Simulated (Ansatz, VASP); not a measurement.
# One calculation of CeO2, two programs

```xyz
3
Lattice="0.0000 2.6788 2.6788 2.6788 0.0000 2.6788 2.6788 2.6788 0.0000" Properties=species:S:1:pos:R:3 pbc="T T T"
Ce    0.0000    0.0000    0.0000
O     1.3394    1.3394    1.3394
O     4.0182    4.0182    4.0182
```

Alike in both runs: task single point; functional revPBE; dispersion D4; k mesh 8 × 8 × 8; occupations gaussian, width 0.05 eV; no spin polarisation.

|  | VASP | Ansatz |
| --- | --- | --- |
| version | VASP 6.6.1 | Ansatz 0.2.0 |
| potentials or method | VASP PAW PBE potentials, release 64 (Ce, O), cutoff 520 eV | scalar-relativistic, plane waves, PAW |
| valence electrons in the cell | 24 | 24 |

Ansatz gave:

- gap on the k mesh at the Fermi level (eV): 2.08
- least direct gap on the mesh (eV): 2.20
- pressure (GPa): 7.9

Problem. Estimate VASP's values.

Solution. gap on the k mesh at the Fermi level (eV): 2.05; least direct gap on the mesh (eV): 2.16; pressure (GPa): 7.9.

VASP's potentials were made for PBE, not for revPBE.

Spin-orbit coupling is off throughout.
